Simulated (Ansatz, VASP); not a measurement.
# One calculation of Ag, two programs

```
Ag
1.0
     1.46419   -2.53763    0.00000
     1.46419    2.53763    0.00000
     0.00000    0.00000    4.81234
Ag
2
Direct
  0.33340 0.66660 0.25000
  0.66660 0.33340 0.75000
```

Alike in both runs: functional PBE; k mesh 22 × 22 × 12; occupations gaussian, width 0.1 eV; no spin polarisation.

Ansatz relaxed the structure, and its values are those at the end. VASP's run is a single point on that final structure, the one shown.

```csv
,VASP,Ansatz
version,VASP 6.6.1,Ansatz 0.2.0
potentials or method,"VASP PAW PBE potentials, release 64 (Ag), cutoff 520 eV","scalar-relativistic, plane waves, PAW"
valence electrons in the cell,22,38
```

Ansatz gave:

| Quantity | Value |
| --- | --- |
| gap on the k mesh at the Fermi level (eV) | none |
| pressure (GPa) | 0.0 |

**Question.** What did VASP give for the same quantities?

**Answer.** gap on the k mesh at the Fermi level (eV): none; pressure (GPa): -0.1.

A gap of «none» marks a metal or a gap that the smearing closes. With one functional, cell and mesh, what is left measures potentials, basis and numerics. VASP's potentials hold 22 valence electrons a cell and Ansatz's 38, so a difference there can come from the potentials and not from the codes.
